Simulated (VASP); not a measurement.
# PbSe (Clausthalite): single point with RPBE+D3(BJ)

PbSe (Clausthalite):

```
CELL_PARAMETERS angstrom
0.00000 3.04011 3.04011
3.04011 0.00000 3.04011
3.04011 3.04011 0.00000
ATOMIC_POSITIONS crystal
Pb 0.00000 0.00000 0.00000
Se 0.50000 0.50000 0.50000
```

```json
{
 "Program": "VASP 6.6.1",
 "Task": "single point",
 "Functional": "RPBE",
 "Dispersion": "D3(BJ)",
 "Potentials or basis": "VASP PAW PBE potentials, release 64 (Pb_d, Se)",
 "Cutoff": "520 eV",
 "k mesh": "8 × 8 × 8",
 "Occupations": "fermi-dirac, width 0.05 eV",
 "Spin": "no spin polarisation"
}
```

- Pressure: -9.7 GPa
- Band gap on the k mesh: 0.30 eV, direct
- Dispersion energy per atom: -1.786 eV

Levels at points of the mesh, in eV from the valence-band top:
```csv
k point,band 7,band 8,band 9,band 10,band 11,band 12,band 13,band 14
"(0.00, 0.00, 0.00)",-6.25,-2.01,-2.01,-2.01,4.78,4.78,4.78,6.48
"(0.50, 0.00, 0.00)",-8.92,-1.59,-1.59,0.00,0.30,1.67,1.67,8.67
"(0.50, 0.50, 0.00)",-7.41,-5.15,-3.38,-3.38,3.66,5.71,5.71,6.17
```

It took 19 s on 1 thread of Intel Xeon 6975P-C (shared host), peak memory 0.2 GiB.

Caveat: the PAW data sets were made with another functional, which shifts forces and pressure a little; spin-orbit coupling is left out, which moves the levels of the heavy elements. A k mesh can miss the band edges.
